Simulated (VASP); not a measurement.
Write the native input for VASP 6.6.1 that does the following.

```
Task                   : single point
Functional             : PBEsol
Potentials or basis    : VASP PAW PBE potentials, release 64 (Ti_sv, Al)
Cutoff                 : 520 eV
k mesh                 : 21 × 21 × 12
Occupations            : gaussian, width 0.15 eV
Spin                   : collinear spin, ferromagnetic start
Starting moments       : [0.375, 0.0] μB
Fixed moment           : 0.375 μB
Dipole correction      : no
Further INCAR settings : ALGO = Normal; EDIFF = 1e-06; NBANDS = 18
```

The structure of TiAl lies in POSCAR:

```
TiAl
1.0
    2.8090813284      0.0000000000      0.0000000000
   -1.4045406642      2.4327357917      0.0000000000
    0.0000000000      0.0000000000      4.5567935240
Ti Al
1 1
Direct
    0.0000000000      0.0000000000      0.0000000000
    0.3333333333      0.6666666667      0.5000000000
```

The input as run:

INCAR

```
SYSTEM = TiAl
  PREC = Accurate
  ENCUT = 520
  EDIFF = 1E-6
  ISMEAR = 0
  SIGMA = 0.15
  LREAL = .FALSE.
  LASPH = .TRUE.
  NELM = 150
  ALGO = Normal
  ISIF = 2
  LWAVE = .FALSE.
  LCHARG = .TRUE.
  ISPIN = 2
  MAGMOM = 0.375 0
  LORBIT = 11
  NUPDOWN = 0.375
  LMAXMIX = 4
  GGA = PS
  LELF = .TRUE.
  LVHAR = .TRUE.
  NBANDS = 18
```

KPOINTS

```
regular mesh
0
G
  21 21 12
  0 0 0
```

Potentials or basis: VASP PAW PBE potentials, release 64 (Ti_sv, Al).

The run is started by

```console
$ cat potpaw_PBE.64/Ti_sv/POTCAR potpaw_PBE.64/Al/POTCAR > POTCAR
$ mpirun -np 1 vasp_std > vasp.out
```

It gave:

| Property | Result |
| --- | --- |
| Pressure | 5.1 GPa |
| Net moment | 0.38 μB per cell |
| Site moments | Ti +0.22; Al +0.01 μB |
| Valence electrons inside the program's atomic spheres | Ti 10.34; Al 0.83 |

Caveat: the PAW data sets were made with another functional, which shifts forces and pressure a little; the total moment is fixed, so each spin has its own Fermi level.

It took 4.4 min on 1 thread of Intel(R) Xeon(R) Platinum 8375C CPU @ 2.90GHz (Ice Lake), with other jobs on the host, peak memory 0.39 GiB.
